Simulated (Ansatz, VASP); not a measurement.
**Cu: VASP beside Ansatz**

```
CELL_PARAMETERS angstrom
0.00000 1.75327 1.86173
1.75327 0.00000 1.86173
1.75327 1.75327 0.00000
ATOMIC_POSITIONS crystal
Cu 0.00000 0.00000 0.00000
```

Change from the starting cell: strain -0.030 along x and y, +0.030 along z, atoms carried along.

Alike in both runs: task single point; functional LDA; k mesh 22 × 22 × 22; occupations gaussian, width 0.15 eV; no spin polarisation.

|  | VASP | Ansatz |
| --- | --- | --- |
| version | VASP 6.6.1 | Ansatz 0.2.0 |
| potentials or method | VASP PAW LDA potentials, release 64 (Cu), cutoff 520 eV | scalar-relativistic, plane waves, PAW |
| valence electrons in the cell | 11 | 19 |

```csv
,VASP,Ansatz,Ansatz less VASP
gap on the k mesh at the Fermi level (eV),none,none,-
pressure (GPa),-7.3,-8.2,-0.83
"traceless stress, the component that is largest in VASP (GPa)",-2.96,-2.97,-0.012
```

LDA's correlation is that of Perdew and Zunger in VASP and of Perdew and Wang (1992) in Ansatz. A gap of «none» marks a metal or a gap that the smearing closes. VASP's potentials hold 11 valence electrons a cell and Ansatz's 19, so a difference there can come from the potentials and not from the codes.
